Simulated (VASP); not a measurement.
## Hf: vibrations by perturbation theory with PBE

The system is Hf.

```
Hf
1.0
     2.95961    0.00000    0.00000
    -1.47981    2.56310    0.00000
     0.00000    0.00000    4.74644
Hf
2
Direct
  0.33333 0.66667 0.25000
  0.66667 0.33333 0.75000
```

```json
{
 "Program": "VASP 6.6.1",
 "Task": "vibrations by perturbation theory",
 "Functional": "PBE",
 "Potentials or basis": "VASP PAW PBE potentials, release 64 (Hf_pv)",
 "Cutoff": "520 eV",
 "k mesh": "16 × 16 × 10",
 "Occupations": "gaussian, width 0.1 eV",
 "Spin": "no spin polarisation",
 "Dipole correction": "no",
 "Further INCAR settings": "ALGO = Fast; EDIFF = 1e-08; NBANDS = 17; IBRION = 8; NSW = 1"
}
```

- Highest phonon frequency at Γ: 180 cm⁻¹

Phonon frequencies in cm⁻¹ (negative: imaginary):
| q point | frequencies |
| --- | --- |
| (0.000, 0.000, 0.000) | 0 0 0 67 67 180 |

Run time: 6.7 min on 1 thread of Intel(R) Xeon(R) 6975P-C (Granite Rapids), on a shared host, peak memory 0.91 GiB.

Caveat: the cell stands under pressure or tension, which shifts response properties.
